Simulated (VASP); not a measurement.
# CoSi (Pm-3m) in VASP: further runs

Runs on CoSi. Level: PBE. Tasks: single point.

Program: VASP 6.6.1. These are calculated values, not measurements. Logs are shortened: lines on timing, memory, paths and dates and some standing lists are left out, and cuts for length are marked.

## Step 1: The cell of the first run

It takes space group Pm-3m (No. 221, cubic). The conventional cell has a = 2.781 Å, b = 2.781 Å, c = 2.781 Å, α = 90.00°, β = 90.00°, γ = 90.00°. Within 3.2 Å of Co (site symmetry m-3m) lie 8 Si at 2.41 Å and 6 Co at 2.78 Å. Si (site symmetry m-3m) has 8 Co at 2.41 Å and 6 Si at 2.78 Å within 3.2 Å.

## Step 2: Single point, PBE, collinear spin, ferromagnetic start

Input file INCAR:

```
SYSTEM = CoSi
PREC = Accurate
ENCUT = 520
EDIFF = 1E-7
ISMEAR = -1
SIGMA = 0.03
LREAL = .FALSE.
LASPH = .TRUE.
NELM = 150
ALGO = Normal
ISIF = 2
LWAVE = .FALSE.
LCHARG = .TRUE.
ISPIN = 2
MAGMOM = 2 0
LORBIT = 11
LMAXMIX = 4
GGA = PE
LELF = .TRUE.
LVHAR = .TRUE.
NBANDS = 18
```

Input file KPOINTS:

```
Automatic mesh
0
G
  12 12 12
  0 0 0
```

Input file POSCAR:

```
CoSi
1.0
    2.7813340000      0.0000000000      0.0000000000
    0.0000000000      2.7813340000      0.0000000000
    0.0000000000      0.0000000000      2.7813340000
Co Si
1 1
Direct
    0.0000000000      0.0000000000      0.0000000000
    0.5000000000      0.5000000000      0.5000000000
```

Potentials or basis: VASP PAW PBE potentials, release 64 (Co, Si).

Run with:

```console
cat potpaw_PBE.64/Co/POTCAR potpaw_PBE.64/Si/POTCAR > POTCAR
mpirun -np 1 vasp_std > vasp.out
```

OUTCAR:

```text
SYSTEM = CoSi
   PREC = Accurate
   ENCUT = 520
   EDIFF = 1E-7
   ISMEAR = -1
   LREAL = .FALSE.
   LASPH = .TRUE.
   NELM = 150
   ISIF = 2
   ISPIN = 2
   LORBIT = 11
   GGA = PE

 ion  position               nearest neighbor table
   1  0.000  0.000  0.000-   2 2.41   2 2.41   2 2.41   2 2.41   2 2.41   2 2.41   2 2.41   2 2.41

   2  0.500  0.500  0.500-   1 2.41   1 2.41   1 2.41   1 2.41   1 2.41   1 2.41   1 2.41   1 2.41

  LATTYP: Found a simple cubic cell.
 ALAT       =     2.7813340000

  Lattice vectors:

 A1 = (   2.7813340000,   0.0000000000,   0.0000000000)
 A2 = (   0.0000000000,   2.7813340000,   0.0000000000)
 A3 = (   0.0000000000,   0.0000000000,   2.7813340000)

Analysis of symmetry for initial positions (statically):
=====================================================================
 Subroutine PRICEL returns:
 Original cell was already a primitive cell.

 Routine SETGRP: Setting up the symmetry group for a
 simple cubic supercell.

 Subroutine GETGRP returns: Found 48 space group operations
[... 9 lines left out ...]

 Routine SETGRP: Setting up the symmetry group for a
 simple cubic supercell.

 Subroutine GETGRP returns: Found 48 space group operations
 (whereof 48 operations were pure point group operations)
 out of a pool of 48 trial point group operations.

The dynamic configuration has the point symmetry O_h .

Analysis of structural, dynamic, and magnetic symmetry:
=====================================================================
 Subroutine PRICEL returns:
 Original cell was already a primitive cell.

 Routine SETGRP: Setting up the symmetry group for a
 simple cubic supercell.

 Subroutine GETGRP returns: Found 48 space group operations
 (whereof 48 operations were pure point group operations)
 out of a pool of 48 trial point group operations.

The overall configuration has the point symmetry O_h .

 Subroutine INISYM returns: Found 48 space group operations
[... 5 lines left out ...]
                                     Primitive cell

  volume of cell :      21.5159

  direct lattice vectors                    reciprocal lattice vectors
     2.781334000  0.000000000  0.000000000     0.359539703  0.000000000  0.000000000
     0.000000000  2.781334000  0.000000000     0.000000000  0.359539703  0.000000000
     0.000000000  0.000000000  2.781334000     0.000000000  0.000000000  0.359539703

  length of vectors
     2.781334000  2.781334000  2.781334000     0.359539703  0.359539703  0.359539703

  position of ions in fractional coordinates (direct lattice)
     0.000000000  0.000000000  0.000000000
     0.500000000  0.500000000  0.500000000

  ion indices of the primitive-cell ions
   primitive index   ion index
                 1           1
                 2           2

----------------------------------------------------------------------------------------

 KPOINTS: Automatic mesh

Automatic generation of k-mesh.
 Grid dimensions read from file:
 generate k-points for:   12   12   12

 Generating k-lattice:

  Cartesian coordinates                     Fractional coordinates (reciprocal lattice)
     0.029961642  0.000000000  0.000000000     0.083333333  0.000000000  0.000000000
     0.000000000  0.029961642  0.000000000     0.000000000  0.083333333  0.000000000
     0.000000000  0.000000000  0.029961642     0.000000000  0.000000000  0.083333333

  Length of vectors
     0.029961642  0.029961642  0.029961642

  Shift w.r.t. Gamma in fractional coordinates (k-lattice)
     0.000000000  0.000000000  0.000000000

 Subroutine IBZKPT returns following result:
 ===========================================

 Found     84 irreducible k-points:

 Following reciprocal coordinates:
            Coordinates               Weight
  0.000000  0.000000  0.000000      1.000000
  0.083333  0.000000  0.000000      6.000000
  0.166667  0.000000  0.000000      6.000000
  0.250000  0.000000  0.000000      6.000000
  0.333333  0.000000  0.000000      6.000000
  0.416667  0.000000  0.000000      6.000000
[... 16 lines left out ...]
  0.333333  0.333333  0.000000     12.000000
  0.416667  0.333333  0.000000     24.000000
 [... further k-points ...]
   k-points           NKPTS =     84   k-points in BZ     NKDIM =     84   number of bands    NBANDS=     18
   number of dos      NEDOS =    301   number of ions     NIONS =      2
   total plane-waves  NPLWV =  13824
   dimension x,y,z NGX =    24 NGY =   24 NGZ =   24
   dimension x,y,z NGXF=    48 NGYF=   48 NGZF=   48
   ions per type =               1   1
   NGX,Y,Z   is equivalent  to a cutoff of  14.35, 14.35, 14.35 a.u.
   NGXF,Y,Z  is equivalent  to a cutoff of  28.69, 28.69, 28.69 a.u.
 SYSTEM =  CoSi
   PREC   = accura    normal or accurate (medium, high low for compatibility)
   ISTART =      0    job   : 0-new  1-cont  2-samecut
   ICHARG =      2    charge: 1-file 2-atom 10-const
   ISPIN  =      2    spin polarized calculation?
   LNONCOLLINEAR =      F non collinear calculations
   LSORBIT =      F    spin-orbit coupling
   LASPH  =      T    aspherical Exc in radial PAW
   ENCUT  =  520.0 eV  38.22 Ry    6.18 a.u.   5.17  5.17  5.17*2*pi/ulx,y,z
   NELM   =    150;   NELMIN=  2; NELMDL= -5     # of ELM steps
   EDIFF  = 0.1E-06   stopping-criterion for ELM
   LREAL  =      F    real-space projection
   EDIFFG = 0.1E-05   stopping-criterion for IOM
   NSW    =      0    number of steps for IOM
   IBRION =     -1    ionic relax: 0-MD 1-quasi-New 2-CG
   NFREE  =      0    steps in history (QN), initial steepest desc. (CG)
   ISIF   =      2    stress and relaxation
   ISYM   =      2    0-nonsym 1-usesym 2-fastsym
   POTIM  = 0.5000    time-step for ionic-motion
   TEBEG  =    0.0;   TEEND  =   0.0 temperature during run
   PSTRESS=    0.0 pullay stress
   NELECT =      13.0000    total number of electrons
   NUPDOWN=      -1.0000    fix difference up-down
   EMIN   =  10.00;   EMAX   =-10.00  energy-range for DOS
   EFERMI =   0.00;   METHOD = LEGACY
   ISMEAR =    -1;   SIGMA  =   0.03  broadening in eV -4-tet -1-fermi 0-gaus
   EFERMI_NEDOS =   21; number of points for ismear=-14 and -15
   IALGO  =     38    algorithm
   IMIX   =      4    mixing-type and parameters
     AMIX     =   0.40;   BMIX     =  1.00
     AMIX_MAG =   1.60;   BMIX_MAG =  1.00
  volume/ion in A,a.u.               =      10.76        72.60
  Fermi-wavevector in a.u.,A,eV,Ry     =   1.384000  2.615381 26.061367  1.915456
  Thomas-Fermi vector in A             =   2.508545
   LORBIT       =     11    0 simple, 1 ext, 2 COOP (PROOUT), +10 PAW based schemes
   GGA     = PE    functional components
   LHFCALC =     F    Hartree Fock is set to
   AEXX    =    0.0000 exact exchange contribution
   IVDW    =     0    specifies the selected vdW correction
   LEPSILON=     F    determine dielectric tensor
   LRPA    =     F    only Hartree local field effects (RPA)
 spin polarized calculation
  energy-cutoff  :      520.00
  volume of cell :       21.52
 maximum number of plane-waves:       592
 NGX is ok and might be reduce to    24
   NGX = 11   NGY = 11   NGZ = 11

 number of electron      13.0000003 magnetization       0.6012405

 Free energy of the ion-electron system (eV)
  ---------------------------------------------------
  ext. energy  EPLUGINS =         0.00000000
  ---------------------------------------------------
  free energy    TOTEN  =       -13.28195319 eV

  energy without entropy =      -13.27522878  energy(sigma->0) =      -13.27859099

 E-fermi :  12.8894     XC(G=0): -12.9430

 val. band max:       12.8866318956   @ k =   0.5000   0.4167   0.2500
 cond. band min:      12.8902112504   @ k =   0.4167   0.4167   0.1667
 fundamental gap:      0.0035793548
 Fermi energy:        12.8893923356

 spin component 1

 k-point     1 :       0.0000    0.0000    0.0000
  band No.  band energies     occupation
      1      -1.4156      1.00000
      2       8.6709      1.00000
      3       8.6709      1.00000
      4      11.2462      1.00000
      5      11.2462      1.00000
      6      11.2462      1.00000
[... 10 lines left out ...]
     17      36.2608      0.00000
     18      36.2608      0.00000

 k-point     2 :       0.0833    0.0000    0.0000
  band No.  band energies     occupation
      1      -1.2819      1.00000
      2       8.6079      1.00000
      3       8.7146      1.00000
      4      11.1310      1.00000
      5      11.1310      1.00000
      6      11.2560      1.00000
[... 10 lines left out ...]
     17      35.7794      0.00000
     18      36.7143      0.00000
[... 442 lines left out ...]
 k-point    24 :       0.4167    0.3333    0.0000
  band No.  band energies     occupation
      1       3.2590      1.00000
      2       6.5268      1.00000
      3       8.1912      1.00000
      4       9.6032      1.00000
      5      10.3847      1.00000
      6      10.6481      1.00000
[... 10 lines left out ...]
     17      34.9413      0.00000
     18      39.1380      0.00000

 [... further k-points ...]

 spin component 2

 k-point     1 :       0.0000    0.0000    0.0000
  band No.  band energies     occupation
      1      -1.3937      1.00000
      2       9.3149      1.00000
      3       9.3149      1.00000
      4      11.6347      1.00000
      5      11.6347      1.00000
      6      11.6347      1.00000
[... 10 lines left out ...]
     17      36.2358      0.00000
     18      36.2358      0.00000

 k-point     2 :       0.0833    0.0000    0.0000
  band No.  band energies     occupation
      1      -1.2601      1.00000
      2       9.2138      1.00000
      3       9.3649      1.00000
      4      11.5086      1.00000
      5      11.5086      1.00000
      6      11.6450      1.00000
[... 10 lines left out ...]
     17      35.8981      0.00000
     18      36.7269      0.00000
[... 442 lines left out ...]
 k-point    24 :       0.4167    0.3333    0.0000
  band No.  band energies     occupation
      1       3.2980      1.00000
      2       6.6299      1.00000
      3       8.3217      1.00000
      4      10.1997      1.00000
      5      10.7263      1.00000
      6      11.0063      1.00000
[... 10 lines left out ...]
     17      35.0817      0.00000
     18      39.2133      0.00000

 [... further k-points ...]

------------------------ aborting loop because EDIFF is reached ----------------------------------------

  FORCE on cell =-STRESS in cart. coord.  units (eV):
  Direction    XX          YY          ZZ          XY          YZ          ZX
  --------------------------------------------------------------------------------------
  -------------------------------------------------------------------------------------
  Total        0.0769502      0.0769502      0.0769502      0.0000000      0.0000000     -0.0000000
  in kB        5.7300826      5.7300826      5.7300826      0.0000000      0.0000000     -0.0000000
  external PRESSURE =       5.7300826 kB  Pullay stress =       0.0000000 kB

 VOLUME and BASIS-vectors are now :
 -----------------------------------------------------------------------------
  energy-cutoff  :      520.00
  volume of cell :       21.52
      direct lattice vectors                 reciprocal lattice vectors
     2.781334000  0.000000000  0.000000000     0.359539703  0.000000000  0.000000000
     0.000000000  2.781334000  0.000000000     0.000000000  0.359539703  0.000000000
     0.000000000  0.000000000  2.781334000     0.000000000  0.000000000  0.359539703

 POSITION                                       TOTAL-FORCE (eV/Angst)
 -----------------------------------------------------------------------------------
      0.00000      0.00000      0.00000         0.000000      0.000000      0.000000
      1.39067      1.39067      1.39067         0.000000      0.000000      0.000000
 -----------------------------------------------------------------------------------
    total drift:                               -0.000000      0.000000      0.000000

  FREE ENERGIE OF THE ION-ELECTRON SYSTEM (eV)
  ---------------------------------------------------
  free  energy   TOTEN  =       -13.2819531939 eV

  energy  without entropy=      -13.2752287782  energy(sigma->0) =      -13.27859099

 total charge

# of ion       s       p       d       tot
------------------------------------------
    1        0.438   0.592   7.574   8.604
    2        0.710   0.865   0.000   1.575
--------------------------------------------------
tot          1.148   1.457   7.574  10.179

 magnetization (x)

# of ion       s       p       d       tot
------------------------------------------
    1        0.008   0.002   0.583   0.592
    2        0.006   0.015   0.000   0.020
--------------------------------------------------
tot          0.014   0.017   0.583   0.613
```

Wall time 44 s (1 thread of Intel Xeon Platinum 8488C (Sapphire Rapids), shared host); peak memory 0.18 GiB.

What came out:

- Free energy: -13.2820 eV
- Pressure: 0.6 GPa
- Net moment: 0.60 μB per cell
- Site moments: Co +0.59; Si +0.02 μB
- Valence electrons inside the program's atomic spheres: Co 8.60; Si 1.57

Levels at points of the mesh, in eV from the Fermi level:
Spin up:
```csv
k point,band 4,band 5,band 6,band 7,band 8,band 9,band 10,band 11
"(0.00, 0.00, 0.00)",-1.64,-1.64,-1.64,2.93,2.93,2.93,7.36,7.36
"(0.50, 0.00, 0.00)",-2.88,-2.88,-1.49,-0.85,6.61,7.98,7.98,9.38
"(0.50, 0.50, 0.00)",-4.27,-2.43,-2.43,-1.17,1.26,1.60,8.02,13.40
"(0.50, 0.50, 0.50)",-1.74,-1.13,-1.13,1.25,1.25,1.25,3.35,3.35
```
Spin down:
```csv
k point,band 3,band 4,band 5,band 6,band 7,band 8,band 9,band 10
"(0.00, 0.00, 0.00)",-3.57,-1.25,-1.25,-1.25,2.96,2.96,2.96,7.66
"(0.50, 0.00, 0.00)",-2.73,-2.57,-2.57,-1.10,0.06,6.62,8.09,8.09
"(0.50, 0.50, 0.00)",-5.30,-3.80,-2.08,-2.08,-0.20,1.60,2.13,8.04
"(0.50, 0.50, 0.50)",-5.87,-1.71,-0.15,-0.15,1.27,1.27,1.27,3.62
```

## Step 3: Single point, PBE, collinear spin, ferromagnetic start

Input file INCAR:

```
  ALGO = Normal
  EDIFF = 1E-6
  ENCUT = 520
  GGA = PE
  ISIF = 2
  ISMEAR = -1
  ISPIN = 2
  LASPH = True
  LCHARG = False
  LMAXMIX = 4
  LORBIT = 11
  LREAL = False
  LWAVE = False
  MAGMOM = 0.6 0
  NBANDS = 18
  NELM = 150
  PREC = Accurate
  SIGMA = 0.03
```

Input file KPOINTS:

```
k-points
0
Gamma
  12 12 12
```

POSCAR is that of step 2.

Potentials or basis: VASP PAW PBE potentials, release 64 (Co, Si).

Run with:

```console
cat potpaw_PBE.64/Co/POTCAR potpaw_PBE.64/Si/POTCAR > POTCAR
mpirun -np 1 vasp_std > vasp.out
```

Run time: 37 s. Hardware: 1 thread of Intel Xeon Platinum 8488C (Sapphire Rapids), shared host; peak memory 0.18 GiB.

It converged, with:

```yaml
Free_energy: -13.2820 eV
Pressure: 0.6 GPa
Net_moment: 0.60 μB per cell
Site_moments: Co +0.59; Si +0.02 μB
Valence_electrons_inside_the_program's_atomic_spheres: Co 8.60; Si 1.57
```

Levels at points of the mesh, in eV from the Fermi level:
Spin up:
| k point | band 5 | band 6 | band 7 | band 8 | band 9 | band 10 |
| --- | --- | --- | --- | --- | --- | --- |
| (0.00, 0.00, 0.00) | -1.64 | -1.64 | 2.93 | 2.93 | 2.93 | 7.36 |
| (0.50, 0.00, 0.00) | -2.88 | -1.49 | -0.85 | 6.61 | 7.98 | 7.98 |
| (0.50, 0.50, 0.00) | -2.43 | -2.43 | -1.17 | 1.26 | 1.60 | 8.02 |
| (0.50, 0.50, 0.50) | -1.13 | -1.13 | 1.25 | 1.25 | 1.25 | 3.35 |
Spin down:
```
           k point  band 2  band 3  band 4  band 5  band 6  band 7  band 8  band 9  band 10  band 11
(0.00, 0.00, 0.00)   -3.57   -3.57   -1.25   -1.25   -1.25    2.96    2.96    2.96     7.66     7.66
(0.50, 0.00, 0.00)   -8.82   -2.73   -2.57   -2.57   -1.10    0.06    6.62    8.09     8.09     9.42
(0.50, 0.50, 0.00)   -5.30   -5.30   -3.80   -2.08   -2.08   -0.20    1.60    2.13     8.04    13.43
(0.50, 0.50, 0.50)   -5.87   -5.87   -1.71   -0.15   -0.15    1.27    1.27    1.27     3.62     3.62
```

## Step 4: Single point, PBE, collinear spin, ferromagnetic start

Input file INCAR:

```
SYSTEM = CoSi
PREC = Accurate
ENCUT = 520
EDIFF = 1E-7
ISMEAR = -1
SIGMA = 0.03
LREAL = .False.
LASPH = .True.
NELM = 150
ALGO = Normal
ISIF = 2
LWAVE = .False.
LCHARG = .False.
ISPIN = 2
MAGMOM = 0.6 0
LORBIT = 11
LMAXMIX = 4
GGA = PE
NBANDS = 18
```

Input file KPOINTS:

```
regular mesh
0
Gamma
  12 12 12
  0 0 0
```

POSCAR is that of step 3.

Run with:

```console
cat potpaw_PBE.64/Co/POTCAR potpaw_PBE.64/Si/POTCAR > POTCAR
mpirun -np 1 vasp_std > vasp.out
```

It took 45 s on 1 thread of Intel Xeon Platinum 8488C (Sapphire Rapids), shared host; peak memory 0.18 GiB.

It converged, with:

```yaml
Free_energy: -13.2820 eV
Pressure: 0.6 GPa
Net_moment: 0.60 μB per cell
Site_moments: Co +0.59; Si +0.02 μB
Valence_electrons_inside_the_program's_atomic_spheres: Co 8.60; Si 1.57
```

Levels at points of the mesh, in eV from the Fermi level:
Spin up:
| k point | band 3 | band 4 | band 5 | band 6 | band 7 | band 8 | band 9 | band 10 | band 11 | band 12 |
| --- | --- | --- | --- | --- | --- | --- | --- | --- | --- | --- |
| (0.00, 0.00, 0.00) | -4.22 | -1.64 | -1.64 | -1.64 | 2.93 | 2.93 | 2.93 | 7.36 | 7.36 | 11.95 |
| (0.50, 0.00, 0.00) | -3.50 | -2.88 | -2.88 | -1.50 | -0.85 | 6.61 | 7.98 | 7.98 | 9.38 | 9.38 |
| (0.50, 0.50, 0.00) | -5.31 | -4.27 | -2.43 | -2.43 | -1.17 | 1.26 | 1.60 | 8.02 | 13.40 | 14.47 |
| (0.50, 0.50, 0.50) | -6.03 | -1.74 | -1.13 | -1.13 | 1.25 | 1.25 | 1.25 | 3.35 | 3.35 | 3.35 |
Spin down:
```tsv
k point	band 4	band 5	band 6	band 7	band 8	band 9
(0.00, 0.00, 0.00)	-1.25	-1.25	-1.25	2.96	2.96	2.96
(0.50, 0.00, 0.00)	-2.57	-2.57	-1.10	0.06	6.62	8.09
(0.50, 0.50, 0.00)	-3.80	-2.08	-2.08	-0.20	1.60	2.13
(0.50, 0.50, 0.50)	-1.71	-0.15	-0.15	1.27	1.27	1.27
```
